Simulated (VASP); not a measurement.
# Y (P6_3/mmc) in VASP: notebook

The runs below take Y through single point, with r2SCAN.

Everything below comes from runs of VASP 6.6.1. Logs are shortened: lines on timing, memory, paths and dates and some standing lists are left out, and cuts for length are marked.

## (1) The cell of the first run

Symmetry: P6_3/mmc, No. 194, hexagonal system. The conventional cell has a = 3.681 Å, b = 3.681 Å, c = 5.721 Å, α = 90.00°, β = 90.00°, γ = 120.00°. Y (site symmetry -6m2) has 12 Y at 3.56 to 3.68 Å within 4.7 Å.

## (2) Single point, r2SCAN

Contents of POSCAR:

```
Y
1.0
    3.6808463851      0.0000000000      0.0000000000
   -1.8404231926      3.1877064770      0.0000000000
    0.0000000000      0.0000000000      5.7206466204
Y
2
Direct
    0.3333333333      0.6666666667      0.2500000000
    0.6666666667      0.3333333333      0.7500000000
```

Contents of INCAR.step1:

```
SYSTEM = Y
PREC = Accurate
ENCUT = 520
ISMEAR = -1
SIGMA = 0.03
LREAL = .False.
LASPH = .True.
NELM = 100
NBANDS = 18
GGA = PE
ALGO = Normal
EDIFF = 1E-4
LWAVE = .True.
LCHARG = .False.
```

Contents of INCAR.step2:

```
SYSTEM = Y
PREC = Accurate
ENCUT = 520
EDIFF = 1E-6
ISMEAR = -1
SIGMA = 0.03
LREAL = .False.
LASPH = .True.
NELM = 100
ALGO = Normal
ISIF = 2
LWAVE = .False.
LCHARG = .False.
METAGGA = R2SCAN
LMIXTAU = .True.
NBANDS = 18
ISTART = 1
```

Contents of KPOINTS:

```
regular mesh
0
Gamma
  10 10 6
  0 0 0
```

Potentials or basis: VASP PAW PBE potentials, release 64 (Y_sv).

Command:

```
$ cat potpaw_PBE.64/Y_sv/POTCAR > POTCAR
$ cp INCAR.step1 INCAR
$ mpirun -np 1 vasp_std > vasp.out
$ cp INCAR.step2 INCAR
$ mpirun -np 1 vasp_std > vasp.out
```

OUTCAR:

```text
SYSTEM = Y
   PREC = Accurate
   ENCUT = 520
   EDIFF = 1E-6
   ISMEAR = -1
   LREAL = .False.
   LASPH = .True.
   NELM = 100
   ISIF = 2
   METAGGA = R2SCAN
   ISTART = 1

 ion  position               nearest neighbor table
   1  0.333  0.667  0.250-   2 3.56   2 3.56   2 3.56   2 3.56   2 3.56   2 3.56
   2  0.667  0.333  0.750-   1 3.56   1 3.56   1 3.56   1 3.56   1 3.56   1 3.56

  LATTYP: Found a hexagonal cell.
 ALAT       =     3.6808463851
 C/A-ratio  =     1.5541660862

  Lattice vectors:

 A1 = (   3.6808463851,   0.0000000000,   0.0000000000)
 A2 = (  -1.8404231926,   3.1877064770,   0.0000000000)
 A3 = (   0.0000000000,   0.0000000000,   5.7206466204)

Analysis of symmetry for initial positions (statically):
=====================================================================
 Subroutine PRICEL returns:
 Original cell was already a primitive cell.

 Routine SETGRP: Setting up the symmetry group for a
 hexagonal supercell.

 Subroutine GETGRP returns: Found 24 space group operations
 (whereof 12 operations were pure point group operations)
 out of a pool of 24 trial point group operations.

The static configuration has the point symmetry D_3d.
 The point group associated with its full space group is D_6h.

Analysis of symmetry for dynamics (positions and initial velocities):
=====================================================================
 Subroutine PRICEL returns:
 Original cell was already a primitive cell.

 Routine SETGRP: Setting up the symmetry group for a
 hexagonal supercell.

 Subroutine GETGRP returns: Found 24 space group operations
 (whereof 12 operations were pure point group operations)
 out of a pool of 24 trial point group operations.

The dynamic configuration has the point symmetry D_3d.
 The point group associated with its full space group is D_6h.

 Subroutine INISYM returns: Found 24 space group operations
 (whereof 12 operations are pure point group operations),
 and found     1 'primitive' translations

----------------------------------------------------------------------------------------

[... 83 lines left out ...]
   PREC   = accura    normal or accurate (medium, high low for compatibility)
   ISTART =      1    job   : 0-new  1-cont  2-samecut
   ICHARG =      0    charge: 1-file 2-atom 10-const
   ISPIN  =      1    spin polarized calculation?
   LNONCOLLINEAR =      F non collinear calculations
   LSORBIT =      F    spin-orbit coupling
   LASPH  =      T    aspherical Exc in radial PAW
   ENCUT  =  520.0 eV  38.22 Ry    6.18 a.u.   6.84  6.84 10.64*2*pi/ulx,y,z
   NELM   =    100;   NELMIN=  2; NELMDL=  0     # of ELM steps
   EDIFF  = 0.1E-05   stopping-criterion for ELM
   LREAL  =      F    real-space projection
   EDIFFG = 0.1E-04   stopping-criterion for IOM
   NSW    =      0    number of steps for IOM
   IBRION =     -1    ionic relax: 0-MD 1-quasi-New 2-CG
   NFREE  =      0    steps in history (QN), initial steepest desc. (CG)
   ISIF   =      2    stress and relaxation
   ISYM   =      2    0-nonsym 1-usesym 2-fastsym
   POTIM  = 0.5000    time-step for ionic-motion
   TEBEG  =    0.0;   TEEND  =   0.0 temperature during run
   PSTRESS=    0.0 pullay stress
   NELECT =      22.0000    total number of electrons
   NUPDOWN=      -1.0000    fix difference up-down
   EMIN   =  10.00;   EMAX   =-10.00  energy-range for DOS
   EFERMI =   0.00;   METHOD = LEGACY
   ISMEAR =    -1;   SIGMA  =   0.03  broadening in eV -4-tet -1-fermi 0-gaus
   EFERMI_NEDOS =   21; number of points for ismear=-14 and -15
   IALGO  =     38    algorithm
   IMIX   =      4    mixing-type and parameters
     AMIX     =   0.40;   BMIX     =  1.00
     AMIX_MAG =   1.60;   BMIX_MAG =  1.00
  volume/ion in A,a.u.               =      33.56       226.48
  Fermi-wavevector in a.u.,A,eV,Ry     =   1.128735  2.133000 17.334405  1.274043
  Thomas-Fermi vector in A             =   2.265426
   LORBIT       =      0    0 simple, 1 ext, 2 COOP (PROOUT), +10 PAW based schemes
   METAGGA = R2SCAN    functional components
   LHFCALC =     F    Hartree Fock is set to
   AEXX    =    0.0000 exact exchange contribution
   IVDW    =     0    specifies the selected vdW correction
   LEPSILON=     F    determine dielectric tensor
   LRPA    =     F    only Hartree local field effects (RPA)
 non-spin polarized calculation
  energy-cutoff  :      520.00
  volume of cell :       67.12
 maximum number of plane-waves:      1834
 NGX is ok and might be reduce to    28
   NGX = 13   NGY = 13   NGZ = 21

 number of electron      22.0000000 magnetization

 Free energy of the ion-electron system (eV)
  ---------------------------------------------------
  ext. energy  EPLUGINS =         0.00000000
  ---------------------------------------------------
  free energy    TOTEN  =       -40.54925413 eV

  energy without entropy =      -40.53940267  energy(sigma->0) =      -40.54432840

 E-fermi :   2.9171     XC(G=0):  -9.9800

 val. band max:        2.9014880580   @ k =   0.2000   0.1000   0.3333
 cond. band min:       2.9203286540   @ k =   0.3000   0.3000   0.5000
 fundamental gap:      0.0188405961
 Fermi energy:         2.9171058657

 k-point     1 :       0.0000    0.0000    0.0000
  band No.  band energies     occupation
      1     -41.3028      2.00000
      2     -41.2275      2.00000
      3     -20.9269      2.00000
      4     -20.4503      2.00000
      5     -20.4503      2.00000
      6     -20.3609      2.00000
[... 481 lines left out ...]
      5     -20.6308      2.00000
      6     -20.5601      2.00000
[... 10 lines left out ...]
     17       7.9972      0.00000
     18       8.2327      0.00000

 [... further k-points ...]

------------------------ aborting loop because EDIFF is reached ----------------------------------------

  FORCE on cell =-STRESS in cart. coord.  units (eV):
  Direction    XX          YY          ZZ          XY          YZ          ZX
  --------------------------------------------------------------------------------------
  -------------------------------------------------------------------------------------
  Total       -0.0054260     -0.0054260     -0.2302198      0.0000000      0.0000000     -0.0000000
  in kB       -0.1295143     -0.1295143     -5.4951825      0.0000000      0.0000000     -0.0000000
  external PRESSURE =      -1.9180704 kB  Pullay stress =       0.0000000 kB

 VOLUME and BASIS-vectors are now :
 -----------------------------------------------------------------------------
  energy-cutoff  :      520.00
  volume of cell :       67.12
      direct lattice vectors                 reciprocal lattice vectors
     3.680846385  0.000000000  0.000000000     0.271676646  0.156852585  0.000000000
    -1.840423193  3.187706477  0.000000000     0.000000000  0.313705169  0.000000000
     0.000000000  0.000000000  5.720646620     0.000000000  0.000000000  0.174805414

 POSITION                                       TOTAL-FORCE (eV/Angst)
 -----------------------------------------------------------------------------------
     -0.00000      2.12514      1.43016        -0.000000     -0.000000      0.000000
      1.84042      1.06257      4.29048         0.000000      0.000000      0.000000
 -----------------------------------------------------------------------------------
    total drift:                               -0.000000      0.000000     -0.000000

  FREE ENERGIE OF THE ION-ELECTRON SYSTEM (eV)
  ---------------------------------------------------
  free  energy   TOTEN  =       -40.5492541285 eV

  energy  without entropy=      -40.5394026654  energy(sigma->0) =      -40.54432840
```

Run time: 3.2 min. Hardware: 1 thread of AMD EPYC 9R45 (Zen 5), shared host; peak memory 0.21 GiB.

Results:

| Item | Value |
| --- | --- |
| Free energy | -40.5493 eV |
| Pressure | -0.2 GPa |
| Band gap on the k mesh | zero (band 11 reaches 4.02 eV, above the bottom of band 12 at 2.38 eV) |

Levels at points of the mesh, in eV from the Fermi level:
```tsv
k point	band 8	band 9	band 10	band 11	band 12	band 13	band 14	band 15
(0.00, 0.00, 0.00)	-23.25	-4.87	-1.83	0.76	1.97	1.97	2.38	2.64
(0.50, 0.00, 0.00)	-23.33	-1.70	-1.16	-0.77	-0.26	1.53	1.67	2.27
(0.00, 0.00, 0.50)	-23.32	-3.38	-3.38	1.10	1.10	1.89	1.89	1.89
(0.50, 0.00, 0.50)	-23.39	-1.63	-1.63	0.11	0.11	1.37	1.37	2.99
```

Caveat: the PAW data sets were made with another functional, which shifts forces and pressure a little.

## (3) Single point, r2SCAN

POSCAR is that of step 2.

Contents of INCAR.step1:

```
SYSTEM = Y
ALGO = Normal ; EDIFF = 1E-4
ENCUT = 520 ; GGA = PE
ISMEAR = -1 ; LASPH = .TRUE.
LCHARG = .FALSE. ; LREAL = .FALSE.
LWAVE = .TRUE. ; NBANDS = 18
NELM = 80 ; PREC = Accurate
SIGMA = 0.2
```

Contents of INCAR.step2:

```
SYSTEM = Y
ALGO = Normal ; EDIFF = 1E-6
ENCUT = 520 ; ISIF = 2
ISMEAR = -1 ; ISTART = 1
LASPH = .TRUE. ; LCHARG = .FALSE.
LMIXTAU = .TRUE. ; LREAL = .FALSE.
LWAVE = .FALSE. ; METAGGA = R2SCAN
NBANDS = 18 ; NELM = 80
PREC = Accurate ; SIGMA = 0.2
```

Contents of KPOINTS:

```
k-points
0
G
  10 10 6
  0 0 0
```

Potentials or basis: VASP PAW PBE potentials, release 64 (Y_sv).

Command:

```
$ cat potpaw_PBE.64/Y_sv/POTCAR > POTCAR
$ cp INCAR.step1 INCAR
$ mpirun -np 1 vasp_std > vasp.out
$ cp INCAR.step2 INCAR
$ mpirun -np 1 vasp_std > vasp.out
```

Run time: 3.8 min. Hardware: 1 thread of AMD EPYC 9R45 (Zen 5), shared host; peak memory 0.21 GiB.

It converged, with:

```
Free energy            : -40.7626 eV
Pressure               : 0.3 GPa
Band gap on the k mesh : zero (band 11 reaches 4.03 eV, above the bottom of band 12 at 2.38 eV)
```

Stress tensor (GPa, compression positive):
```
0.13 0.00 0.00
0.00 0.13 0.00
0.00 0.00 0.67
```

Levels at points of the mesh, in eV from the Fermi level:
```csv
k point,band 8,band 9,band 10,band 11,band 12,band 13,band 14,band 15
"(0.00, 0.00, 0.00)",-23.27,-4.89,-1.84,0.73,1.96,1.96,2.37,2.62
"(0.50, 0.00, 0.00)",-23.34,-1.72,-1.18,-0.79,-0.28,1.51,1.66,2.26
"(0.00, 0.00, 0.50)",-23.33,-3.40,-3.40,1.09,1.09,1.87,1.87,1.87
"(0.50, 0.00, 0.50)",-23.41,-1.65,-1.65,0.10,0.10,1.35,1.35,2.98
```

Caveat: the PAW data sets were made with another functional, which shifts forces and pressure a little.
